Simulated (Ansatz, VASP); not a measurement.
## ZnSe in VASP and in Ansatz

```
Zn Se
1.0
     0.00000    2.83242    2.83242
     2.89927    0.00000    2.83242
     2.89927    2.83242    0.00000
Zn Se
1 1
Direct
  0.00000 0.00000 0.00000
  0.25000 0.25000 0.25000
```

Change from the starting cell: uniaxial_x strain +2.4%.

Alike in both runs: task single point; functional r2SCAN; k mesh 8 × 8 × 8; no spin polarisation.

|  | VASP | Ansatz |
| --- | --- | --- |
| version | VASP 6.6.1 | Ansatz 0.2.0 |
| potentials or method | VASP PAW PBE potentials, release 64 (Zn, Se) | plane waves, PAW |
| plane-wave cutoff (eV) | 520 | 500 |
| occupations | gaussian, width 0.01 eV | fixed |
| valence electrons in the cell | 18 | 28 |

|  | VASP | Ansatz | Ansatz less VASP |
| --- | --- | --- | --- |
| gap on the k mesh at the Fermi level (eV) | 1.74 | 1.74 | -0.002 |
| pressure (GPa) | -1.3 | -1.4 | -0.10 |
| traceless stress, the component that is largest in VASP (GPa) | -0.60 | -0.61 | -0.015 |

VASP's potentials were made for PBE, not for r2SCAN. VASP's potentials hold 18 valence electrons a cell and Ansatz's 28, so a difference there can come from the potentials and not from the codes.
